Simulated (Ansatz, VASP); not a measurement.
**HCl in VASP and in Ansatz**

```
CELL_PARAMETERS angstrom
6.73866 0.00000 0.00000
0.00000 6.73866 0.00000
0.00000 0.00000 6.73866
ATOMIC_POSITIONS crystal
Cl 0.70863 0.07555 0.27027
Cl 0.76734 0.36206 0.82512
Cl 0.24392 0.16083 0.64365
Cl 0.31101 0.76207 0.93057
Cl 0.54753 0.63841 0.47328
Cl 0.11916 0.37455 0.19958
H 0.72079 0.18175 0.10564
H 0.93978 0.28816 0.77114
H 0.24350 0.26681 0.48086
H 0.39373 0.70651 0.76338
H 0.50781 0.79971 0.37475
H 0.22969 0.50144 0.10090
```

Alike in both runs: functional PBE; k mesh 1 × 1 × 1; occupations fermi-dirac, width 0.02 eV; no spin polarisation.

Ansatz relaxed the structure, and its values are those at the end. VASP's run is a single point on that final structure, the one shown.

```csv
,VASP,Ansatz
version,VASP 6.6.1,Ansatz 0.2.0
potentials or method,"VASP PAW PBE potentials, release 64 (Cl, H), cutoff 520 eV","scalar-relativistic, plane waves, PAW"
valence electrons in the cell,48,48
```

```tsv
	VASP	Ansatz	Ansatz less VASP
rms of the force components (eV/Å)	0.143	0.097	-0.0459
```
